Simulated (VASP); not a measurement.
# CdF2 (I4/mmm) in VASP: further runs

CdF2 is run at these levels: PBE; tasks: single point.

Program: VASP 6.6.1. These are calculated values, not measurements. Logs are shortened: lines on timing, memory, paths and dates and some standing lists are left out, and cuts for length are marked.

**1. The cell of the first run**

Symmetry: I4/mmm, No. 139, tetragonal system. Conventional cell: a = 3.837 Å, b = 3.837 Å, c = 5.701 Å, α = 90.00°, β = 90.00°, γ = 90.00°. Within 3.2 Å of Cd (site symmetry 4/mmm) lie 8 F at 2.39 Å. Within 3.2 Å of F (site symmetry -4m2) lie 4 Cd at 2.39 Å and 6 F at 2.71 to 2.85 Å.

**2. Single point, PBE (uniaxial strain along c: +4.0 %, then relaxed in part)**

INCAR

```
PREC = Accurate ; ENCUT = 520
EDIFF = 1E-6 ; ISMEAR = 0
SIGMA = 0.02 ; LREAL = F
LASPH = T ; NELM = 80
ALGO = Normal ; ISIF = 2
LWAVE = F ; LCHARG = F
GGA = PE ; NBANDS = 35
```

KPOINTS

```
Automatic mesh
0
Gamma
  6 6 4
```

POSCAR

```
CdF2
1.0
    2.7130779513      2.7130779513      0.0000000000
   -2.7130779513      2.7130779513      0.0000000000
    0.0000000000      0.0000000000      5.7007351017
Cd F
2 4
Direct
    0.0000000000      0.0000000000      0.0000000000
    0.5000000000      0.5000000000      0.5000000000
    0.0000000000      0.5000000000      0.7500000000
    0.5000000000      0.0000000000      0.7500000000
    0.5000000000      0.0000000000      0.2500000000
    0.0000000000      0.5000000000      0.2500000000
```

Potentials or basis: VASP PAW PBE potentials, release 64 (Cd, F).

On the command line:

```
> cat potpaw_PBE.64/Cd/POTCAR potpaw_PBE.64/F/POTCAR > POTCAR
> mpirun -np 1 vasp_std > vasp.out
```

OUTCAR:

```text
PREC = Accurate
   ENCUT = 520
   EDIFF = 1E-6
   ISMEAR = 0
   LREAL = F
   LASPH = T
   NELM = 80
   ISIF = 2
   GGA = PE

 ion  position               nearest neighbor table
   1  0.000  0.000  0.000-   3 2.39   4 2.39   5 2.39   6 2.39   3 2.39   6 2.39   4 2.39   5 2.39

   2  0.500  0.500  0.500-   3 2.39   4 2.39   5 2.39   6 2.39   4 2.39   5 2.39   3 2.39   6 2.39

   3  0.000  0.500  0.750-   1 2.39   2 2.39   1 2.39   2 2.39
   4  0.500  0.000  0.750-   1 2.39   2 2.39   2 2.39   1 2.39
   5  0.500  0.000  0.250-   1 2.39   2 2.39   2 2.39   1 2.39
   6  0.000  0.500  0.250-   1 2.39   2 2.39   1 2.39   2 2.39

  LATTYP: Found a simple tetragonal cell.
 ALAT       =     3.8368716345
 C/A-ratio  =     1.4857768632

  Lattice vectors:

 A1 = (   2.7130779513,   2.7130779513,   0.0000000000)
 A2 = (  -2.7130779513,   2.7130779513,   0.0000000000)
 A3 = (   0.0000000000,   0.0000000000,   5.7007351017)

Analysis of symmetry for initial positions (statically):
=====================================================================
 Subroutine PRICEL returns following result:

  LATTYP: Found a body centered tetragonal cell.
 ALAT       =     3.8368716345
 C/A-ratio  =     1.4857768632

  Lattice vectors:

 A1 = (   2.7130779513,   0.0000000000,  -2.8503675508)
 A2 = (  -2.7130779513,   0.0000000000,  -2.8503675509)
 A3 = (   0.0000000000,   2.7130779513,   2.8503675509)

   2 primitive cells build up your supercell.

 Routine SETGRP: Setting up the symmetry group for a
 simple tetragonal supercell.

 Subroutine GETGRP returns: Found 16 space group operations
 (whereof 16 operations were pure point group operations)
 out of a pool of 16 trial point group operations.

The static configuration has the point symmetry D_4h.

Analysis of symmetry for dynamics (positions and initial velocities):
=====================================================================
 Subroutine PRICEL returns following result:

  LATTYP: Found a body centered tetragonal cell.
 ALAT       =     3.8368716345
 C/A-ratio  =     1.4857768632

  Lattice vectors:

 A1 = (   2.7130779513,   0.0000000000,  -2.8503675508)
 A2 = (  -2.7130779513,   0.0000000000,  -2.8503675509)
 A3 = (   0.0000000000,   2.7130779513,   2.8503675509)

   2 primitive cells build up your supercell.

 Routine SETGRP: Setting up the symmetry group for a
 simple tetragonal supercell.

 Subroutine GETGRP returns: Found 16 space group operations
 (whereof 16 operations were pure point group operations)
 out of a pool of 16 trial point group operations.

The dynamic configuration has the point symmetry D_4h.

 Subroutine INISYM returns: Found 16 space group operations
 (whereof 16 operations are pure point group operations),
 and found     2 'primitive' translations

----------------------------------------------------------------------------------------

                                     Primitive cell

  volume of cell :      41.9619

  direct lattice vectors                    reciprocal lattice vectors
     2.713077951  0.000000000 -2.850367551     0.184292530  0.184292530 -0.175415974
    -2.713077951  0.000000000 -2.850367551    -0.184292530  0.184292530 -0.175415974
     0.000000000  2.713077951  2.850367551     0.000000000  0.368585060  0.000000000

  length of vectors
     3.935147665  3.935147665  3.935147665     0.314162756  0.314162756  0.368585060

  position of ions in fractional coordinates (direct lattice)
     0.000000000  0.000000000  0.000000000
     0.250000000  0.750000000  0.500000000
     0.750000000  0.250000000  0.500000000

  ion indices of the primitive-cell ions
   primitive index   ion index
                 1           1
                 2           3
                 3           4

----------------------------------------------------------------------------------------

 KPOINTS: Automatic mesh

Automatic generation of k-mesh.
 Grid dimensions read from file:
 generate k-points for:    6    6    4

 Generating k-lattice:

  Cartesian coordinates                     Fractional coordinates (reciprocal lattice)
     0.030715422  0.030715422  0.000000000     0.166666667  0.000000000  0.000000000
    -0.030715422  0.030715422  0.000000000     0.000000000  0.166666667  0.000000000
     0.000000000  0.000000000  0.043853993     0.000000000  0.000000000  0.250000000

  Length of vectors
     0.043438166  0.043438166  0.043853993

  Shift w.r.t. Gamma in fractional coordinates (k-lattice)
     0.000000000  0.000000000  0.000000000

 Subroutine IBZKPT returns following result:
 ===========================================

 Found     30 irreducible k-points:

 Following reciprocal coordinates:
            Coordinates               Weight
  0.000000  0.000000  0.000000      1.000000
  0.166667  0.000000  0.000000      4.000000
  0.333333  0.000000  0.000000      4.000000
  0.500000  0.000000  0.000000      2.000000
  0.166667  0.166667  0.000000      4.000000
  0.333333  0.166667  0.000000      8.000000
[... 16 lines left out ...]
  0.333333  0.000000  0.500000      4.000000
  0.500000  0.000000  0.500000      2.000000
 [... further k-points ...]
   k-points           NKPTS =     30   k-points in BZ     NKDIM =     30   number of bands    NBANDS=     35
   number of dos      NEDOS =    301   number of ions     NIONS =      6
   total plane-waves  NPLWV =  37800
   dimension x,y,z NGX =    30 NGY =   30 NGZ =   42
   dimension x,y,z NGXF=    60 NGYF=   60 NGZF=   84
   ions per type =               2   4
   NGX,Y,Z   is equivalent  to a cutoff of  13.00, 13.00, 12.25 a.u.
   NGXF,Y,Z  is equivalent  to a cutoff of  26.00, 26.00, 24.50 a.u.
 SYSTEM =  unknown system
   PREC   = accura    normal or accurate (medium, high low for compatibility)
   ISTART =      0    job   : 0-new  1-cont  2-samecut
   ICHARG =      2    charge: 1-file 2-atom 10-const
   ISPIN  =      1    spin polarized calculation?
   LNONCOLLINEAR =      F non collinear calculations
   LSORBIT =      F    spin-orbit coupling
   LASPH  =      T    aspherical Exc in radial PAW
   ENCUT  =  520.0 eV  38.22 Ry    6.18 a.u.   7.13  7.13 10.60*2*pi/ulx,y,z
   NELM   =     80;   NELMIN=  2; NELMDL= -5     # of ELM steps
   EDIFF  = 0.1E-05   stopping-criterion for ELM
   LREAL  =      F    real-space projection
   EDIFFG = 0.1E-04   stopping-criterion for IOM
   NSW    =      0    number of steps for IOM
   IBRION =     -1    ionic relax: 0-MD 1-quasi-New 2-CG
   NFREE  =      0    steps in history (QN), initial steepest desc. (CG)
   ISIF   =      2    stress and relaxation
   ISYM   =      2    0-nonsym 1-usesym 2-fastsym
   POTIM  = 0.5000    time-step for ionic-motion
   TEBEG  =    0.0;   TEEND  =   0.0 temperature during run
   PSTRESS=    0.0 pullay stress
   NELECT =      52.0000    total number of electrons
   NUPDOWN=      -1.0000    fix difference up-down
   EMIN   =  10.00;   EMAX   =-10.00  energy-range for DOS
   EFERMI =   0.00;   METHOD = LEGACY
   ISMEAR =     0;   SIGMA  =   0.02  broadening in eV -4-tet -1-fermi 0-gaus
   EFERMI_NEDOS =   21; number of points for ismear=-14 and -15
   IALGO  =     38    algorithm
   IMIX   =      4    mixing-type and parameters
     AMIX     =   0.40;   BMIX     =  1.00
     AMIX_MAG =   1.60;   BMIX_MAG =  1.00
  volume/ion in A,a.u.               =      13.99        94.39
  Fermi-wavevector in a.u.,A,eV,Ry     =   1.395664  2.637422 26.502481  1.947877
  Thomas-Fermi vector in A             =   2.519094
   LORBIT       =      0    0 simple, 1 ext, 2 COOP (PROOUT), +10 PAW based schemes
   GGA     = PE    functional components
   LHFCALC =     F    Hartree Fock is set to
   AEXX    =    0.0000 exact exchange contribution
   IVDW    =     0    specifies the selected vdW correction
   LEPSILON=     F    determine dielectric tensor
   LRPA    =     F    only Hartree local field effects (RPA)
 non-spin polarized calculation
 Gauss-broadening in eV      SIGMA  =   0.02
  energy-cutoff  :      520.00
  volume of cell :       83.92
 maximum number of plane-waves:      2280
 NGX is ok and might be reduce to    30
   NGX = 15   NGY = 15   NGZ = 21

 number of electron      52.0000016 magnetization

 Free energy of the ion-electron system (eV)
  ---------------------------------------------------
  ext. energy  EPLUGINS =         0.00000000
  ---------------------------------------------------
  free energy    TOTEN  =       -21.76646759 eV

  energy without entropy =      -21.76646759  energy(sigma->0) =      -21.76646759

 E-fermi :  -1.6093     XC(G=0): -10.0356

 val. band max:       -1.7524102545   @ k =   0.5000   0.5000   0.5000
 cond. band min:       0.9856322710   @ k =   0.0000   0.0000   0.0000
 fundamental gap:      2.7380425255
 Fermi energy:        -1.6093209398

 k-point     1 :       0.0000    0.0000    0.0000
  band No.  band energies     occupation
      1     -22.2466      2.00000
      2     -21.9224      2.00000
      3     -21.5615      2.00000
      4     -21.3144      2.00000
      5      -7.2780      2.00000
      6      -7.2419      2.00000
[... 27 lines left out ...]
     34      11.9748      0.00000
     35      11.9748      0.00000

 k-point     2 :       0.1667    0.0000    0.0000
  band No.  band energies     occupation
      1     -22.1936      2.00000
      2     -21.8877      2.00000
      3     -21.5987      2.00000
      4     -21.3621      2.00000
      5      -7.2110      2.00000
      6      -7.1842      2.00000
[... 27 lines left out ...]
     34      12.0398      0.00000
     35      12.0814      0.00000

 k-point     3 :       0.3333    0.0000    0.0000
  band No.  band energies     occupation
      1     -22.0526      2.00000
      2     -21.7888      2.00000
      3     -21.7075      2.00000
      4     -21.4862      2.00000
      5      -7.0621      2.00000
      6      -7.0310      2.00000
[... 27 lines left out ...]
     34      12.2969      0.00000
     35      12.8656      0.00000
[... 723 lines left out ...]
 k-point    23 :       0.3333    0.0000    0.5000
  band No.  band energies     occupation
      1     -21.9246      2.00000
      2     -21.9246      2.00000
      3     -21.5974      2.00000
      4     -21.5974      2.00000
      5      -7.0122      2.00000
      6      -7.0122      2.00000
[... 27 lines left out ...]
     34      11.9367      0.00000
     35      14.6329      0.00000

 k-point    24 :       0.5000    0.0000    0.5000
  band No.  band energies     occupation
      1     -21.7878      2.00000
      2     -21.7878      2.00000
      3     -21.7318      2.00000
      4     -21.7318      2.00000
      5      -7.0204      2.00000
      6      -7.0204      2.00000
[... 27 lines left out ...]
     34      12.2334      0.00000
     35      15.6258      0.00000

 [... further k-points ...]
[... 5 lines left out ...]
  --------------------------------------------------------------------------------------
  -------------------------------------------------------------------------------------
  Total        0.2235579      0.2235579     -2.4260657      0.0000000      0.0000000     -0.0000000
  in kB        4.2679097      4.2679097    -46.3156478      0.0000000      0.0000000     -0.0000000
  external PRESSURE =     -12.5932762 kB  Pullay stress =       0.0000000 kB

 VOLUME and BASIS-vectors are now :
 -----------------------------------------------------------------------------
  energy-cutoff  :      520.00
  volume of cell :       83.92
      direct lattice vectors                 reciprocal lattice vectors
     2.713077951  2.713077951  0.000000000     0.184292530  0.184292530  0.000000000
    -2.713077951  2.713077951  0.000000000    -0.184292530  0.184292530  0.000000000
     0.000000000  0.000000000  5.700735102     0.000000000  0.000000000  0.175415974

 POSITION                                       TOTAL-FORCE (eV/Angst)
 -----------------------------------------------------------------------------------
      0.00000      0.00000      0.00000        -0.000000      0.000000     -0.000000
      0.00000      2.71308      2.85037        -0.000000      0.000000     -0.000000
     -1.35654      1.35654      4.27555        -0.000000     -0.000000      0.000000
      1.35654      1.35654      4.27555         0.000000      0.000000      0.000000
      1.35654      1.35654      1.42518        -0.000000     -0.000000     -0.000000
     -1.35654      1.35654      1.42518         0.000000      0.000000      0.000000
 -----------------------------------------------------------------------------------
    total drift:                                0.000000      0.000000      0.000000

  FREE ENERGIE OF THE ION-ELECTRON SYSTEM (eV)
  ---------------------------------------------------
  free  energy   TOTEN  =       -21.7664675923 eV

  energy  without entropy=      -21.7664675923  energy(sigma->0) =      -21.76646759
```

It took 67 s on 1 thread of Intel Xeon Platinum 8259CL at 2.50GHz (Skylake/Cascade Lake), shared host; peak memory 0.22 GiB.

Results:

| Property | Result |
| --- | --- |
| Free energy | -21.7665 eV |
| Pressure | -1.3 GPa |
| Band gap on the k mesh | 2.74 eV |

Stress tensor (GPa, compression positive):
```
 0.43  0.00  0.00
 0.00  0.43  0.00
 0.00  0.00 -4.63
```

Levels at points of the mesh, in eV from the valence-band top:
| k point | band 24 | band 25 | band 26 | band 27 | band 28 | band 29 |
| --- | --- | --- | --- | --- | --- | --- |
| (0.00, 0.00, 0.00) | -0.55 | -0.08 | -0.08 | 2.74 | 7.37 | 9.29 |
| (0.50, 0.00, 0.00) | -0.50 | -0.47 | -0.47 | 6.21 | 6.21 | 9.68 |
| (0.50, 0.50, 0.00) | -0.23 | -0.06 | -0.06 | 7.33 | 7.33 | 9.14 |
| (0.00, 0.00, 0.50) | -0.28 | -0.28 | -0.28 | 4.83 | 4.83 | 10.57 |
| (0.50, 0.00, 0.50) | -0.51 | -0.48 | -0.48 | 6.57 | 6.57 | 8.82 |
| (0.50, 0.50, 0.50) | -0.39 | 0.00 | 0.00 | 7.40 | 7.40 | 10.98 |

Caveat: the cell differs from its parent crystal (uniaxial strain along c: +4.0 %, then relaxed in part).

**3. Single point, PBE (uniaxial strain along c: +4.0 %)**

INCAR

```
SYSTEM = CdF2
PREC = Accurate
ENCUT = 520
EDIFF = 1E-6
ISMEAR = 0
SIGMA = 0.02
LREAL = .False.
LASPH = .True.
NELM = 100
ALGO = Normal
ISIF = 2
LWAVE = .False.
LCHARG = .False.
GGA = PE
NBANDS = 35
```

KPOINTS

```
Automatic mesh
0
Gamma
  6 6 4
  0 0 0
```

Changes to POSCAR since step 2:

```diff
@@ -2,4 +2,4 @@
 1.0
-    2.7130779513      2.7130779513      0.0000000000
-   -2.7130779513      2.7130779513      0.0000000000
+    2.7133306494      2.7133306494      0.0000000000
+   -2.7133306494      2.7133306494      0.0000000000
     0.0000000000      0.0000000000      5.7007351017
```

Potentials or basis: VASP PAW PBE potentials, release 64 (Cd, F).

On the command line:

```
> cat potpaw_PBE.64/Cd/POTCAR potpaw_PBE.64/F/POTCAR > POTCAR
> mpirun -np 1 vasp_std > vasp.out
```

Run time: 67 s. Hardware: 1 thread of Intel Xeon Platinum 8259CL at 2.50GHz (Skylake/Cascade Lake), shared host; peak memory 0.22 GiB.

It converged, with:

```yaml
Free_energy: -21.7665 eV
Pressure: -1.3 GPa
Band_gap_on_the_k_mesh: 2.74 eV
```

Stress tensor (GPa, compression positive):
```
 0.41  0.00  0.00
 0.00  0.41  0.00
 0.00  0.00 -4.64
```

Levels at points of the mesh, in eV from the valence-band top:
| k point | band 23 | band 24 | band 25 | band 26 | band 27 | band 28 | band 29 | band 30 |
| --- | --- | --- | --- | --- | --- | --- | --- | --- |
| (0.00, 0.00, 0.00) | -0.59 | -0.55 | -0.08 | -0.08 | 2.74 | 7.37 | 9.29 | 11.75 |
| (0.50, 0.00, 0.00) | -0.50 | -0.50 | -0.47 | -0.47 | 6.21 | 6.21 | 9.68 | 9.68 |
| (0.50, 0.50, 0.00) | -0.23 | -0.23 | -0.06 | -0.06 | 7.33 | 7.33 | 9.14 | 9.14 |
| (0.00, 0.00, 0.50) | -0.28 | -0.28 | -0.28 | -0.28 | 4.83 | 4.83 | 10.57 | 10.57 |
| (0.50, 0.00, 0.50) | -0.51 | -0.51 | -0.48 | -0.48 | 6.57 | 6.57 | 8.82 | 8.82 |
| (0.50, 0.50, 0.50) | -0.39 | -0.39 | 0.00 | 0.00 | 7.40 | 7.40 | 10.98 | 10.98 |

Caveat: the cell differs from its parent crystal (uniaxial strain along c: +4.0 %). A k mesh can miss the band edges.

**4. Single point, PBE**

INCAR

```
SYSTEM = CdF2
  PREC = Accurate
  ENCUT = 520
  EDIFF = 1E-6
  ISMEAR = 0
  SIGMA = 0.02
  LREAL = .False.
  LASPH = .True.
  NELM = 80
  ALGO = Normal
  ISIF = 2
  LWAVE = .False.
  LCHARG = .True.
  GGA = PE
  LELF = .True.
  LVHAR = .True.
  NBANDS = 35
```

KPOINTS is that of step 3.

Changes to POSCAR since step 3:

```diff
@@ -2,4 +2,4 @@
 1.0
-    2.7133306494      2.7133306494      0.0000000000
-   -2.7133306494      2.7133306494      0.0000000000
+    2.7130779513      2.7130779513      0.0000000000
+   -2.7130779513      2.7130779513      0.0000000000
     0.0000000000      0.0000000000      5.7007351017
```

On the command line:

```
> cat potpaw_PBE.64/Cd/POTCAR potpaw_PBE.64/F/POTCAR > POTCAR
> mpirun -np 1 vasp_std > vasp.out
```

It took 68 s on 1 thread of Intel Xeon Platinum 8259CL at 2.50GHz (Skylake/Cascade Lake), shared host; peak memory 0.22 GiB.

It converged, with:

- Free energy: -21.7665 eV
- Pressure: -1.3 GPa
- Band gap on the k mesh: 2.74 eV

Stress tensor (GPa, compression positive):
```
 0.43  0.00  0.00
 0.00  0.43  0.00
 0.00  0.00 -4.63
```

Levels at points of the mesh, in eV from the valence-band top:
```tsv
k point	band 24	band 25	band 26	band 27	band 28	band 29
(0.00, 0.00, 0.00)	-0.55	-0.08	-0.08	2.74	7.37	9.29
(0.50, 0.00, 0.00)	-0.50	-0.47	-0.47	6.21	6.21	9.68
(0.50, 0.50, 0.00)	-0.23	-0.06	-0.06	7.33	7.33	9.14
(0.00, 0.00, 0.50)	-0.28	-0.28	-0.28	4.83	4.83	10.57
(0.50, 0.00, 0.50)	-0.51	-0.48	-0.48	6.57	6.57	8.82
(0.50, 0.50, 0.50)	-0.39	0.00	0.00	7.40	7.40	10.98
```

A k mesh can miss the band edges.
